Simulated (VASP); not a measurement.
# Cd (P6_3/mmc) in VASP: notebook

Runs on Cd. Level: PBEsol. Tasks: single point, relaxation of volume and atoms at fixed shape.

All numbers are computed with VASP 6.6.1; they aren't measurements. Logs are shortened: lines on timing, memory, paths and dates and some standing lists are left out, and cuts for length are marked.

### Step 1. The cell of the first run

Symmetry: P6_3/mmc, No. 194, hexagonal system. Conventional cell: a = 2.952 Å, b = 2.952 Å, c = 5.567 Å, α = 90.00°, β = 90.00°, γ = 120.00°. Within 3.9 Å of Cd (site symmetry -6m2) lie 12 Cd at 2.95 to 3.26 Å.

### Step 2. Single point, PBEsol

Input file INCAR:

```
PREC = Accurate ; ENCUT = 500
EDIFF = 1E-6 ; ISMEAR = -1
SIGMA = 0.05 ; LREAL = F
LASPH = T ; NELM = 120
ALGO = Normal ; ISIF = 2
LWAVE = F ; LCHARG = T
GGA = PS ; LELF = T
LVHAR = T ; NBANDS = 19
GGA_COMPAT = F
```

Input file KPOINTS:

```
regular mesh
0
Gamma
  7 7 3
```

Input file POSCAR:

```
Cd
1.0
    2.9520617669      0.0000000000      0.0000000000
   -1.4760308835      2.5565604837      0.0000000000
    0.0000000000      0.0000000000      5.5670942636
Cd
2
Direct
    0.3333333333      0.6666666667      0.2500000000
    0.6666666667      0.3333333333      0.7500000000
```

Potentials or basis: VASP PAW PBE potentials, release 64 (Cd).

Command:

```sh
> cat potpaw_PBE.64/Cd/POTCAR > POTCAR
> mpirun -np 1 vasp_std > vasp.out
```

OUTCAR:

```text
PREC = Accurate
   ENCUT = 500
   EDIFF = 1E-6
   ISMEAR = -1
   LREAL = F
   LASPH = T
   NELM = 120
   ISIF = 2
   GGA = PS

 ion  position               nearest neighbor table
   1  0.333  0.667  0.250-   2 3.26   2 3.26   2 3.26   2 3.26   2 3.26   2 3.26
   2  0.667  0.333  0.750-   1 3.26   1 3.26   1 3.26   1 3.26   1 3.26   1 3.26

  LATTYP: Found a hexagonal cell.
 ALAT       =     2.9520617669
 C/A-ratio  =     1.8858325818

  Lattice vectors:

 A1 = (   2.9520617669,   0.0000000000,   0.0000000000)
 A2 = (  -1.4760308835,   2.5565604837,   0.0000000000)
 A3 = (   0.0000000000,   0.0000000000,   5.5670942636)

Analysis of symmetry for initial positions (statically):
=====================================================================
 Subroutine PRICEL returns:
 Original cell was already a primitive cell.

 Routine SETGRP: Setting up the symmetry group for a
 hexagonal supercell.

 Subroutine GETGRP returns: Found 24 space group operations
 (whereof 12 operations were pure point group operations)
 out of a pool of 24 trial point group operations.

The static configuration has the point symmetry D_3d.
 The point group associated with its full space group is D_6h.

Analysis of symmetry for dynamics (positions and initial velocities):
=====================================================================
 Subroutine PRICEL returns:
 Original cell was already a primitive cell.

 Routine SETGRP: Setting up the symmetry group for a
 hexagonal supercell.

 Subroutine GETGRP returns: Found 24 space group operations
 (whereof 12 operations were pure point group operations)
 out of a pool of 24 trial point group operations.

The dynamic configuration has the point symmetry D_3d.
 The point group associated with its full space group is D_6h.

 Subroutine INISYM returns: Found 24 space group operations
 (whereof 12 operations are pure point group operations),
 and found     1 'primitive' translations

----------------------------------------------------------------------------------------

                                     Primitive cell

  volume of cell :      42.0156

  direct lattice vectors                    reciprocal lattice vectors
     2.952061767  0.000000000  0.000000000     0.338746300  0.195575267  0.000000000
    -1.476030884  2.556560484  0.000000000     0.000000000  0.391150535  0.000000000
     0.000000000  0.000000000  5.567094264     0.000000000  0.000000000  0.179626921

  length of vectors
     2.952061767  2.952061767  5.567094264     0.391150535  0.391150535  0.179626921

  position of ions in fractional coordinates (direct lattice)
     0.333333333  0.666666667  0.250000000
     0.666666667  0.333333333  0.750000000

  ion indices of the primitive-cell ions
   primitive index   ion index
                 1           1
                 2           2

----------------------------------------------------------------------------------------

 KPOINTS: regular mesh

Automatic generation of k-mesh.
 Grid dimensions read from file:
 generate k-points for:    7    7    3

 Generating k-lattice:

  Cartesian coordinates                     Fractional coordinates (reciprocal lattice)
     0.048392329  0.027939324  0.000000000     0.142857143  0.000000000  0.000000000
     0.000000000  0.055878648  0.000000000     0.000000000  0.142857143  0.000000000
     0.000000000  0.000000000  0.059875640     0.000000000  0.000000000  0.333333333

  Length of vectors
     0.055878648  0.055878648  0.059875640

  Shift w.r.t. Gamma in fractional coordinates (k-lattice)
     0.000000000  0.000000000  0.000000000

 Subroutine IBZKPT returns following result:
 ===========================================

 Found     16 irreducible k-points:

 Following reciprocal coordinates:
            Coordinates               Weight
  0.000000  0.000000  0.000000      1.000000
  0.142857  0.000000  0.000000      6.000000
  0.285714 -0.000000  0.000000      6.000000
  0.428571  0.000000  0.000000      6.000000
  0.142857  0.142857  0.000000      6.000000
  0.285714  0.142857  0.000000     12.000000
[... 8 lines left out ...]
  0.428571  0.142857  0.333333     12.000000
  0.285714  0.285714  0.333333     12.000000
   k-points           NKPTS =     16   k-points in BZ     NKDIM =     16   number of bands    NBANDS=     19
   number of dos      NEDOS =    301   number of ions     NIONS =      2
   total plane-waves  NPLWV =  24192
   dimension x,y,z NGX =    24 NGY =   24 NGZ =   42
   dimension x,y,z NGXF=    48 NGYF=   48 NGZF=   84
   ions per type =               2
   NGX,Y,Z   is equivalent  to a cutoff of  13.52, 13.52, 12.54 a.u.
   NGXF,Y,Z  is equivalent  to a cutoff of  27.03, 27.03, 25.08 a.u.
 SYSTEM =  unknown system
   PREC   = accura    normal or accurate (medium, high low for compatibility)
   ISTART =      0    job   : 0-new  1-cont  2-samecut
   ICHARG =      2    charge: 1-file 2-atom 10-const
   ISPIN  =      1    spin polarized calculation?
   LNONCOLLINEAR =      F non collinear calculations
   LSORBIT =      F    spin-orbit coupling
   LASPH  =      T    aspherical Exc in radial PAW
   ENCUT  =  500.0 eV  36.75 Ry    6.06 a.u.   5.38  5.38 10.15*2*pi/ulx,y,z
   NELM   =    120;   NELMIN=  2; NELMDL= -5     # of ELM steps
   EDIFF  = 0.1E-05   stopping-criterion for ELM
   LREAL  =      F    real-space projection
   EDIFFG = 0.1E-04   stopping-criterion for IOM
   NSW    =      0    number of steps for IOM
   IBRION =     -1    ionic relax: 0-MD 1-quasi-New 2-CG
   NFREE  =      0    steps in history (QN), initial steepest desc. (CG)
   ISIF   =      2    stress and relaxation
   ISYM   =      2    0-nonsym 1-usesym 2-fastsym
   POTIM  = 0.5000    time-step for ionic-motion
   TEBEG  =    0.0;   TEEND  =   0.0 temperature during run
   PSTRESS=    0.0 pullay stress
   NELECT =      24.0000    total number of electrons
   NUPDOWN=      -1.0000    fix difference up-down
   EMIN   =  10.00;   EMAX   =-10.00  energy-range for DOS
   EFERMI =   0.00;   METHOD = LEGACY
   ISMEAR =    -1;   SIGMA  =   0.05  broadening in eV -4-tet -1-fermi 0-gaus
   EFERMI_NEDOS =   21; number of points for ismear=-14 and -15
   IALGO  =     38    algorithm
   IMIX   =      4    mixing-type and parameters
     AMIX     =   0.40;   BMIX     =  1.00
     AMIX_MAG =   1.60;   BMIX_MAG =  1.00
  volume/ion in A,a.u.               =      21.01       141.77
  Fermi-wavevector in a.u.,A,eV,Ry     =   1.358340  2.566891 25.103947  1.845088
  Thomas-Fermi vector in A             =   2.485182
   LORBIT       =      0    0 simple, 1 ext, 2 COOP (PROOUT), +10 PAW based schemes
   GGA     = PS    functional components
   LHFCALC =     F    Hartree Fock is set to
   AEXX    =    0.0000 exact exchange contribution
   IVDW    =     0    specifies the selected vdW correction
   LEPSILON=     F    determine dielectric tensor
   LRPA    =     F    only Hartree local field effects (RPA)
 non-spin polarized calculation
  energy-cutoff  :      500.00
  volume of cell :       42.02
 maximum number of plane-waves:      1094
 NGX is ok and might be reduce to    24
   NGX = 11   NGY = 11   NGZ = 21

 number of electron      24.0000008 magnetization

 Free energy of the ion-electron system (eV)
  ---------------------------------------------------
  ext. energy  EPLUGINS =         0.00000000
  ---------------------------------------------------
  free energy    TOTEN  =        -2.45511822 eV

  energy without entropy =       -2.45164278  energy(sigma->0) =       -2.45338050

 E-fermi :   2.8998     XC(G=0): -11.3551

 val. band max:        2.7776472500   @ k =   0.2857   0.1429   0.0000
 cond. band min:       3.1151844255   @ k =   0.2857   0.2857   0.3333
 fundamental gap:      0.3375371754
 Fermi energy:         2.8997891255

 k-point     1 :       0.0000    0.0000    0.0000
  band No.  band energies     occupation
      1      -6.9724      2.00000
      2      -6.6927      2.00000
      3      -6.2781      2.00000
      4      -6.2781      2.00000
      5      -6.2229      2.00000
      6      -6.2229      2.00000
[... 11 lines left out ...]
     18      18.1361      0.00000
     19      18.8707      0.00000

 k-point     2 :       0.1429    0.0000    0.0000
  band No.  band energies     occupation
      1      -6.7905      2.00000
      2      -6.5282      2.00000
      3      -6.3619      2.00000
      4      -6.2511      2.00000
      5      -6.0850      2.00000
      6      -6.0369      2.00000
[... 11 lines left out ...]
     18      17.6234      0.00000
     19      18.0016      0.00000

 k-point     3 :       0.2857   -0.0000    0.0000
  band No.  band energies     occupation
      1      -6.8756      2.00000
      2      -6.6567      2.00000
      3      -6.3640      2.00000
      4      -6.1812      2.00000
      5      -5.9914      2.00000
      6      -5.9154      2.00000
[... 11 lines left out ...]
     18      16.3295      0.00000
     19      16.6158      0.00000

 k-point     4 :       0.4286    0.0000    0.0000
  band No.  band energies     occupation
      1      -7.0805      2.00000
      2      -6.8714      2.00000
      3      -6.6877      2.00000
      4      -6.1858      2.00000
      5      -6.0019      2.00000
      6      -5.9458      2.00000
[... 11 lines left out ...]
     18      15.9987      0.00000
     19      16.2947      0.00000

 k-point     5 :       0.1429    0.1429    0.0000
  band No.  band energies     occupation
      1      -6.5749      2.00000
      2      -6.5380      2.00000
      3      -6.3289      2.00000
      4      -6.2360      2.00000
      5      -6.1798      2.00000
      6      -6.0422      2.00000
[... 11 lines left out ...]
     18      15.6130      0.00000
     19      15.9154      0.00000

 k-point     6 :       0.2857    0.1429    0.0000
  band No.  band energies     occupation
      1      -6.7885      2.00000
      2      -6.5839      2.00000
      3      -6.5417      2.00000
      4      -6.1825      2.00000
      5      -6.0966      2.00000
      6      -5.9601      2.00000
[... 11 lines left out ...]
     18      13.8263      0.00000
     19      14.4990      0.00000

 k-point     7 :       0.4286    0.1429    0.0000
  band No.  band energies     occupation
      1      -6.8970      2.00000
      2      -6.6809      2.00000
      3      -6.6778      2.00000
      4      -6.1921      2.00000
      5      -6.0930      2.00000
      6      -5.9167      2.00000
[... 11 lines left out ...]
     18      13.1828      0.00000
     19      14.0729      0.00000

 k-point     8 :       0.2857    0.2857    0.0000
  band No.  band energies     occupation
      1      -6.5938      2.00000
      2      -6.4360      2.00000
      3      -6.3803      2.00000
      4      -6.2386      2.00000
      5      -6.1146      2.00000
      6      -5.9867      2.00000
[... 11 lines left out ...]
     18       9.8760      0.00000
     19      11.3969      0.00000

 k-point     9 :       0.0000    0.0000    0.3333
  band No.  band energies     occupation
      1      -6.9026      2.00000
      2      -6.7619      2.00000
      3      -6.2785      2.00000
      4      -6.2785      2.00000
      5      -6.2491      2.00000
      6      -6.2491      2.00000
[... 11 lines left out ...]
     18      18.6030      0.00000
     19      19.5368      0.00000

 k-point    10 :       0.1429    0.0000    0.3333
  band No.  band energies     occupation
      1      -6.7209      2.00000
      2      -6.5843      2.00000
      3      -6.3478      2.00000
      4      -6.3081      2.00000
      5      -6.0928      2.00000
      6      -6.0650      2.00000
[... 11 lines left out ...]
     18      17.3120      0.00000
     19      18.1955      0.00000

 k-point    11 :       0.2857   -0.0000    0.3333
  band No.  band energies     occupation
      1      -6.8159      2.00000
      2      -6.7056      2.00000
      3      -6.4753      2.00000
      4      -6.3287      2.00000
      5      -5.9078      2.00000
      6      -5.8239      2.00000
[... 11 lines left out ...]
     18      15.8924      0.00000
     19      16.4933      0.00000

 k-point    12 :       0.4286    0.0000    0.3333
  band No.  band energies     occupation
      1      -7.0173      2.00000
      2      -6.9329      2.00000
      3      -6.6961      2.00000
      4      -6.5054      2.00000
      5      -5.8785      2.00000
      6      -5.6695      2.00000
[... 11 lines left out ...]
     18      14.4774      0.00000
     19      15.3311      0.00000

 k-point    13 :       0.1429    0.1429    0.3333
  band No.  band energies     occupation
      1      -6.5458      2.00000
      2      -6.4849      2.00000
      3      -6.4093      2.00000
      4      -6.3733      2.00000
      5      -6.1254      2.00000
      6      -6.1171      2.00000
[... 11 lines left out ...]
     18      13.1612      0.00000
     19      19.2309      0.00000

 k-point    14 :       0.2857    0.1429    0.3333
  band No.  band energies     occupation
      1      -6.7347      2.00000
      2      -6.6562      2.00000
      3      -6.5291      2.00000
      4      -6.4283      2.00000
      5      -6.0180      2.00000
      6      -5.8567      2.00000
[... 11 lines left out ...]
     18      12.2798      0.00000
     19      15.7219      0.00000

 k-point    15 :       0.4286    0.1429    0.3333
  band No.  band energies     occupation
      1      -6.8279      2.00000
      2      -6.7734      2.00000
      3      -6.6227      2.00000
      4      -6.4881      2.00000
      5      -6.0458      2.00000
      6      -5.7404      2.00000
[... 11 lines left out ...]
     18      11.2345      0.00000
     19      16.2215      0.00000

 k-point    16 :       0.2857    0.2857    0.3333
  band No.  band energies     occupation
      1      -6.5594      2.00000
      2      -6.4577      2.00000
      3      -6.3769      2.00000
      4      -6.2724      2.00000
      5      -6.2473      2.00000
      6      -5.9444      2.00000
[... 11 lines left out ...]
     18      12.7426      0.00000
     19      14.0877      0.00000

------------------------ aborting loop because EDIFF is reached ----------------------------------------

  FORCE on cell =-STRESS in cart. coord.  units (eV):
  Direction    XX          YY          ZZ          XY          YZ          ZX
  --------------------------------------------------------------------------------------
  -------------------------------------------------------------------------------------
  Total       -0.0181146     -0.0181146      0.3057760      0.0000000     -0.0000000     -0.0000000
  in kB       -0.6907629     -0.6907629     11.6601421      0.0000000     -0.0000000     -0.0000000
  external PRESSURE =       3.4262054 kB  Pullay stress =       0.0000000 kB

 VOLUME and BASIS-vectors are now :
 -----------------------------------------------------------------------------
  energy-cutoff  :      500.00
  volume of cell :       42.02
      direct lattice vectors                 reciprocal lattice vectors
     2.952061767  0.000000000  0.000000000     0.338746300  0.195575267  0.000000000
    -1.476030884  2.556560484  0.000000000     0.000000000  0.391150535  0.000000000
     0.000000000  0.000000000  5.567094264     0.000000000  0.000000000  0.179626921

 POSITION                                       TOTAL-FORCE (eV/Angst)
 -----------------------------------------------------------------------------------
     -0.00000      1.70437      1.39177         0.000000     -0.000000      0.000000
      1.47603      0.85219      4.17532        -0.000000      0.000000      0.000000
 -----------------------------------------------------------------------------------
    total drift:                                0.000000     -0.000000      0.000000

  FREE ENERGIE OF THE ION-ELECTRON SYSTEM (eV)
  ---------------------------------------------------
  free  energy   TOTEN  =        -2.4551182193 eV

  energy  without entropy=       -2.4516427821  energy(sigma->0) =       -2.45338050
```

Wall time 5.6 s (1 thread of Intel Xeon 6975P-C (Granite Rapids), shared host); peak memory 0.15 GiB.

Results:

```yaml
Free_energy: -2.4551 eV
Pressure: 0.3 GPa
Band_gap_on_the_k_mesh: zero (band 12 reaches 4.30 eV, above the bottom of band 13 at -0.03 eV)
```

Stress tensor (GPa, compression positive):
```
-0.07  0.00  0.00
 0.00 -0.07  0.00
 0.00  0.00  1.17
```

Levels at points of the mesh, in eV from the Fermi level:
```
           k point  band 8  band 9  band 10  band 11  band 12  band 13  band 14  band 15  band 16  band 17
(0.00, 0.00, 0.00)   -8.61   -8.61    -8.34    -8.34    -3.11    -2.93    10.79    14.66    15.24    15.24
```

Caveat: the k points lie up to 0.38 Å⁻¹ apart; the PAW data sets were made with another functional, which shifts forces and pressure a little.

### Step 3. Relaxation of volume and atoms at fixed shape, PBEsol

This run uses another cell than the first one, of 21.59 Å³/atom, 1.027 times its volume.

Input file INCAR:

```
SYSTEM = Cd
PREC = Accurate ; ENCUT = 500
EDIFF = 1E-7 ; ISMEAR = -1
SIGMA = 0.05 ; LREAL = .FALSE.
LASPH = .TRUE. ; NELM = 120
ALGO = Normal ; ISIF = 8
LWAVE = .FALSE. ; LCHARG = .FALSE.
GGA = PS ; IBRION = 2
NSW = 60 ; EDIFFG = -0.02
GGA_COMPAT = .FALSE. ; NELMIN = 4
```

Input file KPOINTS:

```
regular mesh
0
G
  7 7 3
  0 0 0
```

Input file POSCAR:

```
Cd
1.0
    2.9788700000      0.0000000000      0.0000000000
   -1.4894350000      2.5797770000      0.0000000000
    0.0000000000      0.0000000000      5.6176500000
Cd
2
Direct
    0.3333333333      0.6666666667      0.2500000000
    0.6666666667      0.3333333333      0.7500000000
```

Potentials or basis: VASP PAW PBE potentials, release 64 (Cd).

Command:

```sh
> cat potpaw_PBE.64/Cd/POTCAR > POTCAR
> mpirun -np 1 vasp_std > vasp.out
```

Wall time 12 s (1 thread of Intel Xeon 6975P-C (Granite Rapids), shared host); peak memory 0.16 GiB.

Results (log left out):

```yaml
Free_energy: -2.4554 eV
Relaxed_volume: 21.12 Å³/atom
Relaxed_cell: a = 2.957 Å, b = 2.957 Å, c = 5.577 Å, α = 90.00°, β = 90.00°, γ = 120.00°
Space_group_after_relaxing_to_0.05_Å: P6_3/mmc (No. 194)
Energy_gained_by_relaxing: 1.9 meV/atom
Ionic_steps: 3
Pressure_after_relaxing: 0.0 GPa
Band_gap_on_the_k_mesh: zero (band 12 reaches 4.25 eV, above the bottom of band 13 at -0.07 eV)
```

Stress tensor (GPa, compression positive):
```
-0.45  0.00  0.00
 0.00 -0.45  0.00
 0.00  0.00  0.91
```

Step by step:
| step | energy change (eV) | largest force (eV/Å) | pressure (GPa) | volume (Å³) |
| --- | --- | --- | --- | --- |
| 1 | 0.0000 | 0.0000 | -1.29 | 43.17 |
| 2 | -0.0037 | 0.0000 | 0.22 | 42.10 |
| 3 | -0.0038 | 0.0000 | 0.00 | 42.24 |

Final structure:
```
Cd
1.0
     2.95732    0.00000    0.00000
    -1.47866    2.56111    0.00000
     0.00000    0.00000    5.57700
Cd
2
Direct
  0.33333 0.66667 0.25000
  0.66667 0.33333 0.75000
```

Levels at points of the mesh, in eV from the Fermi level:
```csv
k point,band 10,band 11,band 12,band 13,band 14,band 15
"(0.00, 0.00, 0.00)",-8.34,-8.34,-3.08,-2.93,10.76,14.64
```

Caveat: the k points lie up to 0.38 Å⁻¹ apart in the final cell; the PAW data sets were made with another functional, which shifts forces and pressure a little.
